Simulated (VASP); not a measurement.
# Hg (R-3m) in VASP: a series of runs

Runs on Hg. Level: r2SCAN. Tasks: single point, relaxation of cell and atoms.

Everything below comes from runs of VASP 6.6.1. Logs are shortened: lines on timing, memory, paths and dates and some standing lists are left out, and cuts for length are marked.

### Step 1. The cell of the first run

It takes space group R-3m (No. 166, trigonal). The conventional cell has a = 3.758 Å, b = 3.758 Å, c = 6.450 Å, α = 90.00°, β = 90.00°, γ = 120.00°. Within 4.0 Å of Hg (site symmetry -3m) lie 12 Hg at 3.05 to 3.76 Å.

### Step 2. Single point, r2SCAN

Contents of POSCAR:

```
Hg
1.0
    1.8790971493      1.0848972450      2.1501643094
   -1.8790971493      1.0848972450      2.1501643094
    0.0000000000     -2.1697944900      2.1501643094
Hg
1
Direct
    0.0000000000      0.0000000000      0.0000000000
```

Contents of INCAR.step1:

```
  ALGO = Normal
  EDIFF = 1E-4
  ENCUT = 520
  GGA = PE
  ISMEAR = 0
  LASPH = T
  LCHARG = F
  LREAL = F
  LWAVE = T
  NBANDS = 12
  NELM = 60
  PREC = Accurate
  SIGMA = 0.1
```

Contents of INCAR.step2:

```
  ALGO = Normal
  EDIFF = 1E-6
  ENCUT = 520
  ISIF = 2
  ISMEAR = 0
  ISTART = 1
  LASPH = T
  LCHARG = T
  LELF = T
  LMIXTAU = T
  LREAL = F
  LVHAR = T
  LWAVE = F
  METAGGA = R2SCAN
  NBANDS = 12
  NELM = 60
  PREC = Accurate
  SIGMA = 0.1
```

Contents of KPOINTS:

```
k-points
0
Gamma
  12 12 12
```

Potentials or basis: VASP PAW PBE potentials, release 64 (Hg).

Command:

```console
> cat potpaw_PBE.64/Hg/POTCAR > POTCAR
> cp INCAR.step1 INCAR
> mpirun -np 1 vasp_std > vasp.out
> cp INCAR.step2 INCAR
> mpirun -np 1 vasp_std > vasp.out
```

OUTCAR:

```text
EDIFF = 1E-6
   ENCUT = 520
   ISIF = 2
   ISMEAR = 0
   ISTART = 1
   LASPH = T
   LREAL = F
   METAGGA = R2SCAN
   NELM = 60
   PREC = Accurate

 ion  position               nearest neighbor table
   1  0.000  0.000  0.000-

  LATTYP: Found a trigonal (rhomboedric) cell.
 ALAT       =     3.0547036986
 COS(alpha) =     0.2431840408

  Lattice vectors:

 A1 = (   1.8790971493,   1.0848972450,   2.1501643094)
 A2 = (  -1.8790971493,   1.0848972450,   2.1501643094)
 A3 = (   0.0000000000,  -2.1697944900,   2.1501643094)

Analysis of symmetry for initial positions (statically):
=====================================================================
 Subroutine PRICEL returns:
 Original cell was already a primitive cell.

 Routine SETGRP: Setting up the symmetry group for a
 trigonal (rhombohedral) supercell.

 Subroutine GETGRP returns: Found 12 space group operations
 (whereof 12 operations were pure point group operations)
 out of a pool of 12 trial point group operations.

The static configuration has the point symmetry D_3d.

Analysis of symmetry for dynamics (positions and initial velocities):
=====================================================================
 Subroutine PRICEL returns:
 Original cell was already a primitive cell.

 Routine SETGRP: Setting up the symmetry group for a
 trigonal (rhombohedral) supercell.

 Subroutine GETGRP returns: Found 12 space group operations
 (whereof 12 operations were pure point group operations)
 out of a pool of 12 trial point group operations.

The dynamic configuration has the point symmetry D_3d.

 Subroutine INISYM returns: Found 12 space group operations
 (whereof 12 operations are pure point group operations),
 and found     1 'primitive' translations

----------------------------------------------------------------------------------------

                                     Primitive cell

  volume of cell :      26.3003

  direct lattice vectors                    reciprocal lattice vectors
     1.879097149  1.084897245  2.150164309     0.266085232  0.153624380  0.155026912
    -1.879097149  1.084897245  2.150164309    -0.266085232  0.153624380  0.155026912
     0.000000000 -2.169794490  2.150164309     0.000000000 -0.307248760  0.155026912

  length of vectors
     3.054703699  3.054703699  3.054703699     0.344144075  0.344144075  0.344144075

  position of ions in fractional coordinates (direct lattice)
     0.000000000  0.000000000  0.000000000

  ion indices of the primitive-cell ions
   primitive index   ion index
                 1           1

----------------------------------------------------------------------------------------

 KPOINTS: k-points

Automatic generation of k-mesh.
 Grid dimensions read from file:
 generate k-points for:   12   12   12

 Generating k-lattice:

  Cartesian coordinates                     Fractional coordinates (reciprocal lattice)
     0.022173769  0.012802032  0.012918909     0.083333333  0.000000000  0.000000000
    -0.022173769  0.012802032  0.012918909     0.000000000  0.083333333  0.000000000
     0.000000000 -0.025604063  0.012918909     0.000000000  0.000000000  0.083333333

  Length of vectors
     0.028678673  0.028678673  0.028678673

  Shift w.r.t. Gamma in fractional coordinates (k-lattice)
     0.000000000  0.000000000  0.000000000

 Subroutine IBZKPT returns following result:
 ===========================================

 Found    189 irreducible k-points:

 Following reciprocal coordinates:
            Coordinates               Weight
  0.000000  0.000000  0.000000      1.000000
  0.083333  0.000000  0.000000      6.000000
  0.166667  0.000000  0.000000      6.000000
  0.250000  0.000000  0.000000      6.000000
  0.333333  0.000000  0.000000      6.000000
  0.416667  0.000000  0.000000      6.000000
[... 16 lines left out ...]
  0.500000  0.166667  0.000000     12.000000
 -0.416667  0.166667 -0.000000     12.000000
 [... further k-points ...]
   k-points           NKPTS =    189   k-points in BZ     NKDIM =    189   number of bands    NBANDS=     12
   number of dos      NEDOS =    301   number of ions     NIONS =      1
   total plane-waves  NPLWV =  13824
   dimension x,y,z NGX =    24 NGY =   24 NGZ =   24
   dimension x,y,z NGXF=    48 NGYF=   48 NGZF=   48
   ions per type =               1
   NGX,Y,Z   is equivalent  to a cutoff of  13.06, 13.06, 13.06 a.u.
   NGXF,Y,Z  is equivalent  to a cutoff of  26.12, 26.12, 26.12 a.u.
 SYSTEM =  unknown system
   PREC   = accura    normal or accurate (medium, high low for compatibility)
   ISTART =      1    job   : 0-new  1-cont  2-samecut
   ICHARG =      0    charge: 1-file 2-atom 10-const
   ISPIN  =      1    spin polarized calculation?
   LNONCOLLINEAR =      F non collinear calculations
   LSORBIT =      F    spin-orbit coupling
   LASPH  =      T    aspherical Exc in radial PAW
   ENCUT  =  520.0 eV  38.22 Ry    6.18 a.u.   5.68  5.68  5.68*2*pi/ulx,y,z
   NELM   =     60;   NELMIN=  2; NELMDL=  0     # of ELM steps
   EDIFF  = 0.1E-05   stopping-criterion for ELM
   LREAL  =      F    real-space projection
   EDIFFG = 0.1E-04   stopping-criterion for IOM
   NSW    =      0    number of steps for IOM
   IBRION =     -1    ionic relax: 0-MD 1-quasi-New 2-CG
   NFREE  =      0    steps in history (QN), initial steepest desc. (CG)
   ISIF   =      2    stress and relaxation
   ISYM   =      2    0-nonsym 1-usesym 2-fastsym
   POTIM  = 0.5000    time-step for ionic-motion
   TEBEG  =    0.0;   TEEND  =   0.0 temperature during run
   PSTRESS=    0.0 pullay stress
   NELECT =      12.0000    total number of electrons
   NUPDOWN=      -1.0000    fix difference up-down
   EMIN   =  10.00;   EMAX   =-10.00  energy-range for DOS
   EFERMI =   0.00;   METHOD = LEGACY
   ISMEAR =     0;   SIGMA  =   0.10  broadening in eV -4-tet -1-fermi 0-gaus
   EFERMI_NEDOS =   21; number of points for ismear=-14 and -15
   IALGO  =     38    algorithm
   IMIX   =      4    mixing-type and parameters
     AMIX     =   0.40;   BMIX     =  1.00
     AMIX_MAG =   1.60;   BMIX_MAG =  1.00
  volume/ion in A,a.u.               =      26.30       177.48
  Fermi-wavevector in a.u.,A,eV,Ry     =   1.260322  2.381664 21.611666  1.588413
  Thomas-Fermi vector in A             =   2.393838
   LORBIT       =      0    0 simple, 1 ext, 2 COOP (PROOUT), +10 PAW based schemes
   METAGGA = R2SCAN    functional components
   LHFCALC =     F    Hartree Fock is set to
   AEXX    =    0.0000 exact exchange contribution
   IVDW    =     0    specifies the selected vdW correction
   LEPSILON=     F    determine dielectric tensor
   LRPA    =     F    only Hartree local field effects (RPA)
 non-spin polarized calculation
 Gauss-broadening in eV      SIGMA  =   0.10
  energy-cutoff  :      520.00
  volume of cell :       26.30
 maximum number of plane-waves:       723
   NGX = 11   NGY = 11   NGZ = 11

 number of electron      12.0000003 magnetization

 Free energy of the ion-electron system (eV)
  ---------------------------------------------------
  ext. energy  EPLUGINS =         0.00000000
  ---------------------------------------------------
  free energy    TOTEN  =       -49.34614873 eV

  energy without entropy =      -49.34439608  energy(sigma->0) =      -49.34527241

 E-fermi :   1.9715     XC(G=0): -10.8131

 val. band max:        1.9669048212   @ k =   0.4167   0.0000   0.0000
 cond. band min:       1.9768469191   @ k =  -0.3333   0.5000   0.2500
 fundamental gap:      0.0099420980
 Fermi energy:         1.9714564214

 k-point     1 :       0.0000    0.0000    0.0000
  band No.  band energies     occupation
      1      -6.7496      2.00000
      2      -6.1101      2.00000
      3      -6.1101      2.00000
      4      -4.5125      2.00000
      5      -4.5125      2.00000
      6      -4.5104      2.00000
      7      13.3272      0.00000
      8      13.3272      0.00000
      9      13.5482      0.00000
     10      17.4569      0.00000
     11      18.9739      0.00000
     12      18.9739      0.00000

 k-point     2 :       0.0833    0.0000    0.0000
  band No.  band energies     occupation
      1      -6.6162      2.00000
      2      -6.1016      2.00000
      3      -6.0413      2.00000
      4      -4.5422      2.00000
      5      -4.5274      2.00000
      6      -4.5128      2.00000
      7      11.8834      0.00000
      8      13.4468      0.00000
      9      13.6105      0.00000
     10      18.0136      0.00000
     11      18.9762      0.00000
     12      20.0980      0.00000

 k-point     3 :       0.1667    0.0000    0.0000
  band No.  band energies     occupation
      1      -6.3666      2.00000
      2      -6.0812      2.00000
      3      -5.7004      2.00000
      4      -4.6181      2.00000
      5      -4.5608      2.00000
      6      -4.5150      2.00000
      7       9.3358      0.00000
      8      13.7563      0.00000
      9      13.8678      0.00000
     10      18.4919      0.00000
     11      19.0080      0.00000
     12      22.2049      0.00000

 k-point     4 :       0.2500    0.0000    0.0000
  band No.  band energies     occupation
      1      -6.2428      2.00000
      2      -6.0618      2.00000
      3      -4.8970      2.00000
      4      -4.7081      2.00000
      5      -4.5760      2.00000
      6      -4.5088      2.00000
      7       6.7273      0.00000
      8      14.1195      0.00000
      9      14.1566      0.00000
     10      19.1198      0.00000
     11      19.1466      0.00000
     12      21.0965      0.00000

 k-point     5 :       0.3333    0.0000    0.0000
  band No.  band energies     occupation
      1      -6.2043      2.00000
      2      -6.0543      2.00000
      3      -4.7804      2.00000
      4      -4.5779      2.00000
      5      -4.5273      2.00000
      6      -3.6560      2.00000
      7       4.2433      0.00000
      8      14.3565      0.00000
      9      14.3795      0.00000
     10      19.4668      0.00000
     11      19.6608      0.00000
     12      20.4090      0.00000
[... 228 lines left out ...]
      1      -6.1128      2.00000
      2      -5.5673      2.00000
      3      -5.2227      2.00000
      4      -4.6221      2.00000
      5      -4.5720      2.00000
      6      -3.5706      2.00000
      7       5.6686      0.00000
      8      12.7850      0.00000
      9      13.9543      0.00000
     10      15.1185      0.00000
     11      20.8666      0.00000
     12      21.3362      0.00000

 k-point    22 :       0.4167    0.1667    0.0000
  band No.  band energies     occupation
      1      -6.1131      2.00000
      2      -5.6274      2.00000
      3      -5.1735      2.00000
      4      -4.6133      2.00000
      5      -4.5687      2.00000
      6      -2.1721      2.00000
      7       3.2889      0.00000
      8      12.2301      0.00000
      9      14.0414      0.00000
     10      16.1043      0.00000
     11      20.3919      0.00000
     12      21.0764      0.00000

 k-point    23 :       0.5000    0.1667    0.0000
  band No.  band energies     occupation
      1      -6.1093      2.00000
      2      -5.6927      2.00000
      3      -5.0885      2.00000
      4      -4.6201      2.00000
      5      -4.5598      2.00000
      6      -0.7371      2.00000
      7       1.3837      2.00000
      8      11.1771      0.00000
      9      14.4442      0.00000
     10      17.8140      0.00000
     11      19.7331      0.00000
     12      20.9468      0.00000

 k-point    24 :      -0.4167    0.1667   -0.0000
  band No.  band energies     occupation
      1      -6.0941      2.00000
      2      -5.7231      2.00000
      3      -5.0116      2.00000
      4      -4.6369      2.00000
      5      -4.5705      2.00000
      6      -1.2640      2.00000
      7       1.9594      1.13508
      8      10.2639      0.00000
      9      15.0221      0.00000
     10      19.2189      0.00000
     11      19.7228      0.00000
     12      20.6946      0.00000

 [... further k-points ...]
[... 5 lines left out ...]
  --------------------------------------------------------------------------------------
  -------------------------------------------------------------------------------------
  Total        0.0537582      0.0537582      0.0788681      0.0000000     -0.0000000      0.0000000
  in kB        3.2748761      3.2748761      4.8045346      0.0000000     -0.0000000      0.0000000
  external PRESSURE =       3.7847623 kB  Pullay stress =       0.0000000 kB

 VOLUME and BASIS-vectors are now :
 -----------------------------------------------------------------------------
  energy-cutoff  :      520.00
  volume of cell :       26.30
      direct lattice vectors                 reciprocal lattice vectors
     1.879097149  1.084897245  2.150164309     0.266085232  0.153624380  0.155026912
    -1.879097149  1.084897245  2.150164309    -0.266085232  0.153624380  0.155026912
     0.000000000 -2.169794490  2.150164309     0.000000000 -0.307248760  0.155026912

 POSITION                                       TOTAL-FORCE (eV/Angst)
 -----------------------------------------------------------------------------------
      0.00000      0.00000      0.00000         0.000000      0.000000     -0.000000
 -----------------------------------------------------------------------------------
    total drift:                               -0.000000      0.000000      0.000000

  FREE ENERGIE OF THE ION-ELECTRON SYSTEM (eV)
  ---------------------------------------------------
  free  energy   TOTEN  =       -49.3461487312 eV

  energy  without entropy=      -49.3443960799  energy(sigma->0) =      -49.34527241
```

Run time: 3.8 min. Hardware: 1 thread of Oxide Virtual Turin-like, shared host; peak memory 0.15 GiB.

Results:

- Free energy: -49.3461 eV
- Pressure: 0.4 GPa
- Band gap on the k mesh: zero (bands 6 and 7 overlap by 3.29 eV)

Caveat: the PAW data sets were made with another functional, which shifts forces and pressure a little; spin-orbit coupling is left out, which moves the levels of the heavy elements.

### Step 3. Relaxation of cell and atoms, r2SCAN

POSCAR is that of step 2.

Contents of INCAR.step1:

```
PREC = Accurate
ENCUT = 600
ISMEAR = 0
SIGMA = 0.1
LREAL = False
LASPH = True
NELM = 80
GGA = PE
ALGO = Normal
EDIFF = 1E-4
LWAVE = True
LCHARG = False
```

Contents of INCAR.step2:

```
PREC = Accurate
ENCUT = 600
EDIFF = 1E-6
ISMEAR = 0
SIGMA = 0.1
LREAL = False
LASPH = True
NELM = 80
ALGO = Normal
ISIF = 3
LWAVE = False
LCHARG = False
METAGGA = R2SCAN
LMIXTAU = True
IBRION = 2
NSW = 90
EDIFFG = -0.02
ISTART = 1
```

Contents of KPOINTS:

```
Automatic mesh
0
Gamma
  12 12 12
```

Potentials or basis: VASP PAW PBE potentials, release 64 (Hg).

Command:

```console
> cat potpaw_PBE.64/Hg/POTCAR > POTCAR
> cp INCAR.step1 INCAR
> mpirun -np 1 vasp_std > vasp.out
> cp INCAR.step2 INCAR
> mpirun -np 1 vasp_std > vasp.out
```

Wall time 7.6 min (1 thread of Oxide Virtual Turin-like, shared host); peak memory 0.17 GiB.

The run converged. Its results:

```yaml
Free_energy: -49.3467 eV
Relaxed_volume: 26.76 Å³/atom
Relaxed_cell: a = 3.073 Å, b = 3.073 Å, c = 3.073 Å, α = 75.84°, β = 75.84°, γ = 75.84°
Space_group_after_relaxing_to_0.1_Å: R-3m (No. 166)
Energy_gained_by_relaxing: 0.6 meV/atom
Ionic_steps: 3
Pressure_after_relaxing: 0.0 GPa
Band_gap_on_the_k_mesh: zero (bands 6 and 7 overlap by 3.21 eV)
```

Stress tensor (GPa, compression positive):
```
-0.01  0.00  0.00
 0.00 -0.01  0.00
 0.00  0.00 -0.11
```

Step by step:
```tsv
step	energy change (eV)	largest force (eV/Å)	pressure (GPa)	volume (Å³)
1	0.0000	0.0000	0.45	26.30
2	-0.0005	0.0000	0.15	26.58
3	-0.0006	0.0000	-0.05	26.76
```

Final structure:
```cif
data_structure
_symmetry_space_group_name_H-M 'P 1'
_symmetry_Int_Tables_number 1
_cell_length_a 3.0732
_cell_length_b 3.0732
_cell_length_c 3.0732
_cell_angle_alpha 75.839
_cell_angle_beta 75.839
_cell_angle_gamma 75.839
_cell_volume 26.76
loop_
_atom_site_label
_atom_site_type_symbol
_atom_site_fract_x
_atom_site_fract_y
_atom_site_fract_z
_atom_site_occupancy
Hg1 Hg 0.00000 0.00000 0.00000 1
```

Levels at points of the mesh, in eV from the Fermi level:
| k point | band 3 | band 4 | band 5 | band 6 | band 7 | band 8 | band 9 | band 10 |
| --- | --- | --- | --- | --- | --- | --- | --- | --- |
| (0.00, 0.00, 0.00) | -7.99 | -6.45 | -6.45 | -6.45 | 11.26 | 11.26 | 11.53 | 15.32 |
| (0.50, 0.00, 0.00) | -6.75 | -6.49 | -6.43 | -2.79 | -1.51 | 12.39 | 12.41 | 16.85 |
| (0.50, 0.50, 0.00) | -6.60 | -6.52 | -5.79 | 0.27 | 0.44 | 3.80 | 8.87 | 11.62 |
| (0.50, 0.50, 0.50) | -7.52 | -5.83 | -5.83 | 1.17 | 2.10 | 7.60 | 7.60 | 10.58 |

Caveat: the PAW data sets were made with another functional, which shifts forces and pressure a little; spin-orbit coupling is left out, which moves the levels of the heavy elements. Zero-point motion and thermal expansion aren't in these numbers.

The gap in the log of VASP goes by the Fermi energy; the results here count the filled bands.